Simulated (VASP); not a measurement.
TiNi: single point with PBEsol

TiNi:

```
CELL_PARAMETERS angstrom
3.87224 0.00000 0.00000
0.00000 3.87224 0.00000
0.00000 0.00000 3.68410
ATOMIC_POSITIONS crystal
Ni 0.00000 0.00000 0.00000
Ni 0.50000 0.50000 0.00000
Ti 0.50000 0.00000 0.51920
Ti 0.00000 0.50000 0.48080
```

```
Program                : VASP 6.6.1
Task                   : single point
Functional             : PBEsol
Potentials or basis    : VASP PAW PBE potentials, release 64 (Ni, Ti_sv)
Cutoff                 : 520 eV
k mesh                 : 7 × 7 × 7
Occupations            : fermi-dirac, width 0.05 eV
Spin                   : collinear spin, ferromagnetic start
Starting moments       : [1.0, 1.0, 1.0, 1.0] μB
Dipole correction      : no
Further INCAR settings : ALGO = Normal; EDIFF = 1e-06; NBANDS = 34
```

```
Pressure                                              : -10.5 GPa
Largest force                                         : 0.058 eV/Å
Band gap on the k mesh                                : zero (filled and empty bands overlap)
Net moment                                            : 0.00 μB per cell
Valence electrons inside the program's atomic spheres : Ni 9.29; Ti 10.28
```

Forces in eV/Å, atoms in the order of the input:
```
Ni   0.000  0.000  0.000
Ni   0.000  0.000  0.000
Ti   0.000  0.000 -0.058
Ti   0.000  0.000  0.058
```

Stress tensor (GPa, compression positive):
```
 -9.05   0.00   0.00
  0.00  -9.05   0.00
  0.00   0.00 -13.53
```

Levels at points of the mesh, in eV from the Fermi level:
Spin up:
```csv
k point,band 20,band 21,band 22,band 23,band 24,band 25
"(0.00, 0.00, 0.00)",-0.34,0.09,0.57,2.03,2.03,2.18
```
Spin down:
| k point | band 19 | band 20 | band 21 | band 22 | band 23 | band 24 | band 25 | band 26 |
| --- | --- | --- | --- | --- | --- | --- | --- | --- |
| (0.00, 0.00, 0.00) | -0.66 | -0.34 | 0.09 | 0.57 | 2.03 | 2.03 | 2.18 | 2.29 |

It took 98 s on 1 thread of Intel(R) Xeon(R) 6975P-C (Granite Rapids), with other jobs on the host, peak memory 0.24 GiB.

Caveat: the cell stands under tension; the moments typed at the start vanished in this run; the PAW data sets were made with another functional, which shifts forces and pressure a little.
